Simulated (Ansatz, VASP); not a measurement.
## Co in VASP and in Ansatz

Contents of INCAR:

```
PREC = Accurate ; ENCUT = 520
EDIFF = 1E-7 ; ISMEAR = -1
SIGMA = 0.05 ; LREAL = False
LASPH = True ; NELM = 150
ALGO = Normal ; ISIF = 2
LWAVE = False ; LCHARG = False
ISPIN = 2 ; MAGMOM = 2 2
LORBIT = 11 ; LMAXMIX = 4
GGA = PE ; NBANDS = 20
```

KPOINTS

```
Automatic mesh
0
Gamma
  12 12 12
```

POSCAR

```
Co
1.0
    2.8046400000      0.0000000000      0.0000000000
    0.0000000000      2.8046400000      0.0000000000
    0.0000000000      0.0000000000      2.8046400000
Co
2
Direct
    0.0000000000      0.0000000000      0.0000000000
    0.5000000000      0.5000000000      0.5000000000
```

Input for Ansatz:

```yaml
crystal:
  lattice:
    - [2.80464, 0.0, 0.0]
    - [0.0, 2.80464, 0.0]
    - [0.0, 0.0, 2.80464]
  atoms:
    - { symbol: Co, position: [0.0, 0.0, 0.0], spin: 2.0 }
    - { symbol: Co, position: [0.5, 0.5, 0.5], spin: 2.0 }
magnetization:
  spin_polarized: true
kpoints:
  mp_grid: { grid: [12, 12, 12] }
scf:
  occupations: { method: fermi_dirac, width: 0.05 }
  lower_state_search: "off"
hamiltonian:
  xc: pbe
  pseudopotentials: { kind: all_electron, lapw: { basis_error: 0.001 } }
output:
  forces: true
  stress: true
  eigenvalues: true
  populations: true
```

Alike in both runs: task single point; functional PBE; k mesh 12 × 12 × 12; occupations fermi-dirac, width 0.05 eV; collinear spin.

```csv
,VASP,Ansatz
version,VASP 6.6.1,Ansatz 0.2.0
potentials or method,"VASP PAW PBE potentials, release 64 (Co), cutoff 520 eV","all-electron LAPW, scalar-relativistic"
```

|  | VASP | Ansatz | Ansatz less VASP |
| --- | --- | --- | --- |
| pressure (GPa) | 0.6 | 1.3 | +0.72 |
| net moment per atom (μB) | 1.75 | 1.76 | +0.013 |
| size of the moment on the site where the two differ most (μB) | 1.77 | 1.82 | +0.051 |

Site moments also hang on the region over which each program counts them. Ansatz ran all-electron here, and VASP with PAW potentials.
